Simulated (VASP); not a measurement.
Input of a VASP 6.6.1 run:

Contents of INCAR:

```
SYSTEM = AgS
ALGO = Normal
EDIFF = 1E-7
ENCUT = 520
GGA = PE
ISIF = 2
ISMEAR = 0
LASPH = .True.
LCHARG = .True.
LELF = .True.
LREAL = .False.
LVHAR = .True.
LWAVE = .False.
NBANDS = 16
NELM = 100
PREC = Accurate
SIGMA = 0.1
```

Contents of KPOINTS:

```
k-points
0
Gamma
  18 18 18
  0 0 0
```

The input POSCAR:

```
AgS
1.0
    0.0000000000      2.6147587771      2.6147587771
    2.6147587771      0.0000000000      2.6147587771
    2.6147587771      2.6147587771      0.0000000000
Ag S
1 1
Direct
    0.0000000000      0.0000000000      0.0000000000
    0.5000000000      0.5000000000      0.5000000000
```

Potentials or basis: VASP PAW PBE potentials, release 64 (Ag, S).

The run is started by

```console
$ cat potpaw_PBE.64/Ag/POTCAR potpaw_PBE.64/S/POTCAR > POTCAR
$ mpirun -np 1 vasp_std > vasp.out
```

Q: Estimate the pressure.

A: 2.6 GPa.
